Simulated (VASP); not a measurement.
# ZnS (P6_3mc) in VASP: notebook

Runs on ZnS. Level: PBEsol. Tasks: single point.

Program: VASP 6.6.1. These are calculated values, not measurements. Logs are shortened: lines on timing, memory, paths and dates and some standing lists are left out, and cuts for length are marked.

### Step 1. The cell of the first run

The structure is hexagonal, space group P6_3mc (No. 186). The conventional cell has a = 4.007 Å, b = 4.007 Å, c = 6.192 Å, α = 90.00°, β = 90.00°, γ = 120.00°. Within 3.1 Å of Zn (site symmetry 3m) lie 4 S at 2.32 to 2.44 Å. Within 3.1 Å of S (site symmetry 3m) lie 4 Zn at 2.32 to 2.44 Å.

### Step 2. Single point, PBEsol (volume 21.528 Å^3 an atom, c/a of the conventional cell 1.5453)

The input, INCAR:

```
SYSTEM = ZnS
PREC = Accurate ; ENCUT = 520
EDIFF = 1E-6 ; ISMEAR = 0
SIGMA = 0.05 ; LREAL = .False.
LASPH = .True. ; NELM = 100
ALGO = Normal ; ISIF = 2
LWAVE = .False. ; LCHARG = .False.
GGA = PS ; NBANDS = 26
```

The input, KPOINTS:

```
Automatic mesh
0
Gamma
  9 9 6
  0 0 0
```

The input, POSCAR:

```
ZnS
1.0
    4.0071913382      0.0000000000      0.0000000000
   -2.0035956691      3.4703294967      0.0000000000
    0.0000000000      0.0000000000      6.1923127749
Zn S
2 2
Direct
    0.3333333333      0.6666666667      0.0054424479
    0.6666666667      0.3333333333      0.5054424479
    0.3333333333      0.6666666667      0.3795575521
    0.6666666667      0.3333333333      0.8795575521
```

Potentials or basis: VASP PAW PBE potentials, release 64 (Zn, S).

On the command line:

```bash
> cat potpaw_PBE.64/Zn/POTCAR potpaw_PBE.64/S/POTCAR > POTCAR
> mpirun -np 1 vasp_std > vasp.out
```

OUTCAR:

```text
SYSTEM = ZnS
   PREC = Accurate
   ENCUT = 520
   EDIFF = 1E-6
   ISMEAR = 0
   LREAL = .False.
   LASPH = .True.
   NELM = 100
   ISIF = 2
   GGA = PS

 ion  position               nearest neighbor table
   1  0.333  0.667  0.005-   3 2.32   4 2.44   4 2.44   4 2.44
   2  0.667  0.333  0.505-   4 2.32   3 2.44   3 2.44   3 2.44
   3  0.333  0.667  0.380-   1 2.32   2 2.44   2 2.44   2 2.44
   4  0.667  0.333  0.880-   2 2.32   1 2.44   1 2.44   1 2.44

  LATTYP: Found a hexagonal cell.
 ALAT       =     4.0071913382
 C/A-ratio  =     1.5453000000

  Lattice vectors:

 A1 = (   4.0071913382,   0.0000000000,   0.0000000000)
 A2 = (  -2.0035956691,   3.4703294967,   0.0000000000)
 A3 = (   0.0000000000,   0.0000000000,   6.1923127749)

Analysis of symmetry for initial positions (statically):
=====================================================================
 Subroutine PRICEL returns:
 Original cell was already a primitive cell.

 Routine SETGRP: Setting up the symmetry group for a
 hexagonal supercell.

 Subroutine GETGRP returns: Found 12 space group operations
 (whereof  6 operations were pure point group operations)
 out of a pool of 24 trial point group operations.

The static configuration has the point symmetry C_3v.
 The point group associated with its full space group is C_6v.

Analysis of symmetry for dynamics (positions and initial velocities):
=====================================================================
 Subroutine PRICEL returns:
 Original cell was already a primitive cell.

 Routine SETGRP: Setting up the symmetry group for a
 hexagonal supercell.

 Subroutine GETGRP returns: Found 12 space group operations
 (whereof  6 operations were pure point group operations)
 out of a pool of 24 trial point group operations.

The dynamic configuration has the point symmetry C_3v.
 The point group associated with its full space group is C_6v.

 Subroutine INISYM returns: Found 12 space group operations
 (whereof  6 operations are pure point group operations),
 and found     1 'primitive' translations

----------------------------------------------------------------------------------------

                                     Primitive cell

  volume of cell :      86.1120

  direct lattice vectors                    reciprocal lattice vectors
[... 83 lines left out ...]
   ISTART =      0    job   : 0-new  1-cont  2-samecut
   ICHARG =      2    charge: 1-file 2-atom 10-const
   ISPIN  =      1    spin polarized calculation?
   LNONCOLLINEAR =      F non collinear calculations
   LSORBIT =      F    spin-orbit coupling
   LASPH  =      T    aspherical Exc in radial PAW
   ENCUT  =  520.0 eV  38.22 Ry    6.18 a.u.   7.45  7.45 11.51*2*pi/ulx,y,z
   NELM   =    100;   NELMIN=  2; NELMDL= -5     # of ELM steps
   EDIFF  = 0.1E-05   stopping-criterion for ELM
   LREAL  =      F    real-space projection
   EDIFFG = 0.1E-04   stopping-criterion for IOM
   NSW    =      0    number of steps for IOM
   IBRION =     -1    ionic relax: 0-MD 1-quasi-New 2-CG
   NFREE  =      0    steps in history (QN), initial steepest desc. (CG)
   ISIF   =      2    stress and relaxation
   ISYM   =      2    0-nonsym 1-usesym 2-fastsym
   POTIM  = 0.5000    time-step for ionic-motion
   TEBEG  =    0.0;   TEEND  =   0.0 temperature during run
   PSTRESS=    0.0 pullay stress
   NELECT =      36.0000    total number of electrons
   NUPDOWN=      -1.0000    fix difference up-down
   EMIN   =  10.00;   EMAX   =-10.00  energy-range for DOS
   EFERMI =   0.00;   METHOD = LEGACY
   ISMEAR =     0;   SIGMA  =   0.05  broadening in eV -4-tet -1-fermi 0-gaus
   EFERMI_NEDOS =   21; number of points for ismear=-14 and -15
   IALGO  =     38    algorithm
   IMIX   =      4    mixing-type and parameters
     AMIX     =   0.40;   BMIX     =  1.00
     AMIX_MAG =   1.60;   BMIX_MAG =  1.00
  volume/ion in A,a.u.               =      21.53       145.28
  Fermi-wavevector in a.u.,A,eV,Ry     =   1.224112  2.313236 20.387648  1.498450
  Thomas-Fermi vector in A             =   2.359198
   LORBIT       =      0    0 simple, 1 ext, 2 COOP (PROOUT), +10 PAW based schemes
   GGA     = PS    functional components
   LHFCALC =     F    Hartree Fock is set to
   AEXX    =    0.0000 exact exchange contribution
   IVDW    =     0    specifies the selected vdW correction
   LEPSILON=     F    determine dielectric tensor
   LRPA    =     F    only Hartree local field effects (RPA)
 non-spin polarized calculation
 Gauss-broadening in eV      SIGMA  =   0.05
  energy-cutoff  :      520.00
  volume of cell :       86.11
 maximum number of plane-waves:      2352
 NGX is ok and might be reduce to    30
   NGX = 15   NGY = 15   NGZ = 23

 number of electron      36.0000016 magnetization

 Free energy of the ion-electron system (eV)
  ---------------------------------------------------
  ext. energy  EPLUGINS =         0.00000000
  ---------------------------------------------------
  free energy    TOTEN  =       -14.89393418 eV

  energy without entropy =      -14.89393418  energy(sigma->0) =      -14.89393418

 E-fermi :   1.4802     XC(G=0):  -9.4315

 val. band max:        1.2634597438   @ k =   0.0000   0.0000   0.0000
 cond. band min:       2.9514498577   @ k =   0.0000   0.0000   0.0000
 fundamental gap:      1.6879901138
 Fermi energy:         1.4802049062

 k-point     1 :       0.0000    0.0000    0.0000
  band No.  band energies     occupation
      1     -11.3578      2.00000
      2     -10.4420      2.00000
      3      -4.8428      2.00000
      4      -4.7843      2.00000
      5      -4.7843      2.00000
      6      -4.6998      2.00000
[... 685 lines left out ...]
     25      10.7188      0.00000
     26      10.7188      0.00000

 [... further k-points ...]
[... 5 lines left out ...]
  --------------------------------------------------------------------------------------
  -------------------------------------------------------------------------------------
  Total       -4.5404291     -4.5404291     -1.1538429      0.0000000     -0.0000000      0.0000000
  in kB      -84.4780359    -84.4780359    -21.4680996      0.0000000     -0.0000000      0.0000000
  external PRESSURE =     -63.4747238 kB  Pullay stress =       0.0000000 kB

 VOLUME and BASIS-vectors are now :
 -----------------------------------------------------------------------------
  energy-cutoff  :      520.00
  volume of cell :       86.11
      direct lattice vectors                 reciprocal lattice vectors
     4.007191338  0.000000000  0.000000000     0.249551348  0.144078538  0.000000000
    -2.003595669  3.470329497  0.000000000     0.000000000  0.288157076  0.000000000
     0.000000000  0.000000000  6.192312775     0.000000000  0.000000000  0.161490551

 POSITION                                       TOTAL-FORCE (eV/Angst)
 -----------------------------------------------------------------------------------
     -0.00000      2.31355      0.03370        -0.000000     -0.000000     -0.283285
      2.00360      1.15678      3.12986         0.000000      0.000000     -0.283285
     -0.00000      2.31355      2.35034        -0.000000      0.000000      0.283285
      2.00360      1.15678      5.44650         0.000000     -0.000000      0.283285
 -----------------------------------------------------------------------------------
    total drift:                               -0.000001     -0.000001     -0.000111

  FREE ENERGIE OF THE ION-ELECTRON SYSTEM (eV)
  ---------------------------------------------------
  free  energy   TOTEN  =       -14.8939341837 eV

  energy  without entropy=      -14.8939341837  energy(sigma->0) =      -14.89393418
```

stdout:

```text
POSCAR found type information on POSCAR ZnS
 POSCAR found :  2 types and       4 ions
 scaLAPACK will be used
 -----------------------------------------------------------------------------
|                                                                             |
|                                                                             |
|     You enforced a specific xc type in the INCAR file but a different       |
|     I HOPE YOU KNOW WHAT YOU ARE DOING!                                     |
|                                                                             |
 -----------------------------------------------------------------------------

 LDA part: xc-table for (Slater+PW92), standard interpolation
 POSCAR, INCAR and KPOINTS ok, starting setup
 FFT: planning ... GRIDC
 FFT: planning ... GRID_SOFT
 FFT: planning ... GRID
 WAVECAR not read
 entering main loop
```

It took 98 s on 1 thread of AMD EPYC 7R43 (Zen 3), shared host; peak memory 0.21 GiB.

Results:

```yaml
Free_energy: -14.8939 eV
Pressure: -6.3 GPa
Largest_force: 0.283 eV/Å
Band_gap_on_the_k_mesh: 1.69 eV, direct
```

Forces on the atoms (eV/Å):
```
Zn   0.000  0.000 -0.283
Zn   0.000  0.000 -0.283
S    0.000  0.000  0.283
S    0.000  0.000  0.283
```

Levels at points of the mesh, in eV from the valence-band top:
```
           k point  band 16  band 17  band 18  band 19  band 20  band 21
(0.00, 0.00, 0.00)    -0.05    -0.05     0.00     1.69     2.45     6.02
(0.00, 0.00, 0.50)    -0.54    -0.54    -0.54     3.02     3.02     6.47
```

Caveat: the PAW data sets were made with another functional, which shifts forces and pressure a little.

### Step 3. Single point, PBEsol (volume 21.528 Å^3 an atom, c/a of the conventional cell 1.3687)

The input, INCAR:

```
PREC = Accurate
ENCUT = 520
EDIFF = 1E-6
ISMEAR = 0
SIGMA = 0.05
LREAL = False
LASPH = True
NELM = 80
ALGO = Normal
ISIF = 2
LWAVE = False
LCHARG = False
GGA = PS
NBANDS = 26
```

The input, KPOINTS:

```
Automatic mesh
0
Gamma
  9 9 6
```

The input, POSCAR:

```
ZnS
1.0
    4.1726144628      0.0000000000      0.0000000000
   -2.0863072314      3.6135901250      0.0000000000
    0.0000000000      0.0000000000      5.7110574152
Zn S
2 2
Direct
    0.3333333333      0.6666666667      0.0054424479
    0.6666666667      0.3333333333      0.5054424479
    0.3333333333      0.6666666667      0.3795575521
    0.6666666667      0.3333333333      0.8795575521
```

Potentials or basis: VASP PAW PBE potentials, release 64 (Zn, S).

On the command line:

```bash
> cat potpaw_PBE.64/Zn/POTCAR potpaw_PBE.64/S/POTCAR > POTCAR
> mpirun -np 1 vasp_std > vasp.out
```

It took 1.7 min on 1 thread of AMD EPYC 7R43 (Zen 3), shared host; peak memory 0.21 GiB.

The run converged. Its results:

* Free energy: -14.2741 eV
* Pressure: -2.8 GPa
* Largest force: 1.562 eV/Å
* Band gap on the k mesh: 1.69 eV, direct

Forces on the atoms (eV/Å):
```
Zn   0.000  0.000 -1.562
Zn   0.000  0.000 -1.562
S    0.000  0.000  1.562
S    0.000  0.000  1.562
```

Stress tensor (GPa, compression positive):
```
-10.52   0.00   0.00
  0.00 -10.52   0.00
  0.00   0.00  12.62
```

Levels at points of the mesh, in eV from the valence-band top:
```csv
k point,band 16,band 17,band 18,band 19,band 20,band 21
"(0.00, 0.00, 0.00)",-0.04,-0.04,0.00,1.69,1.80,5.66
"(0.00, 0.00, 0.50)",-0.73,-0.73,-0.73,2.93,2.93,6.08
```

Caveat: the PAW data sets were made with another functional, which shifts forces and pressure a little. A k mesh can miss the band edges.
